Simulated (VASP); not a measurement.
Write the native input for VASP 6.6.1 that does the following.

```yaml
Task: single point
Functional: r2SCAN
Potentials_or_basis: VASP PAW PBE potentials, release 64 (Nb_sv)
Cutoff: 520 eV
k_mesh: 12 × 12 × 4
Occupations: fermi-dirac, width 0.05 eV
Spin: collinear spin
Starting_moments: "[1.0, 1.0, 1.0, 1.0] μB"
Dipole_correction: no
Further_INCAR_settings: ALGO = Normal; EDIFF = 1e-07; NBANDS = 38
```

The system is Nb.

```
CELL_PARAMETERS angstrom
2.85437 0.00000 0.00000
-1.42719 2.47196 0.00000
0.00000 0.00000 10.51752
ATOMIC_POSITIONS crystal
Nb 0.00000 0.00000 0.00000
Nb 0.00000 0.00000 0.50000
Nb 0.33333 0.66667 0.25000
Nb 0.66667 0.33333 0.75000
```

This isn't the form of Nb at room conditions, which is bcc.

The input as run:

POSCAR

```
Nb
1.0
    2.8543718901      0.0000000000      0.0000000000
   -1.4271859451      2.4719585687      0.0000000000
    0.0000000000      0.0000000000     10.5175203138
Nb
4
Direct
    0.0000000000      0.0000000000      0.0000000000
    0.0000000000      0.0000000000      0.5000000000
    0.3333333333      0.6666666667      0.2500000000
    0.6666666667      0.3333333333      0.7500000000
```

INCAR.step1

```
ALGO = Normal
EDIFF = 1E-4
ENCUT = 520
GGA = PE
ISMEAR = -1
ISPIN = 2
LASPH = True
LCHARG = False
LMAXMIX = 4
LREAL = False
LWAVE = True
MAGMOM = 1 1 1 1
NBANDS = 38
NELM = 150
PREC = Accurate
SIGMA = 0.05
```

INCAR.step2

```
ALGO = Normal
EDIFF = 1E-7
ENCUT = 520
ISIF = 2
ISMEAR = -1
ISPIN = 2
ISTART = 1
LASPH = True
LCHARG = True
LELF = True
LMAXMIX = 4
LMIXTAU = True
LORBIT = 11
LREAL = False
LVHAR = True
LWAVE = False
MAGMOM = 1 1 1 1
METAGGA = R2SCAN
NBANDS = 38
NELM = 150
PREC = Accurate
SIGMA = 0.05
```

KPOINTS

```
k-points
0
Gamma
  12 12 4
```

Potentials or basis: VASP PAW PBE potentials, release 64 (Nb_sv).

Run with:

```sh
$ cat potpaw_PBE.64/Nb_sv/POTCAR > POTCAR
$ cp INCAR.step1 INCAR
$ mpirun -np 1 vasp_std > vasp.out
$ cp INCAR.step2 INCAR
$ mpirun -np 1 vasp_std > vasp.out
```

Results of the run:

```json
{"Pressure": "-0.2 GPa", "Band gap on the k mesh": "zero (filled and empty bands overlap)", "Net moment": "0.00 μB per cell", "Valence electrons inside the program's atomic spheres": "Nb 10.68, 10.69 (each value once)"}
```

Caveat: the PAW data sets were made with another functional, which shifts forces and pressure a little.

Wall time 33 min on 1 thread of Oxide Virtual Turin-like Processor, on a shared host, peak memory 0.36 GiB.
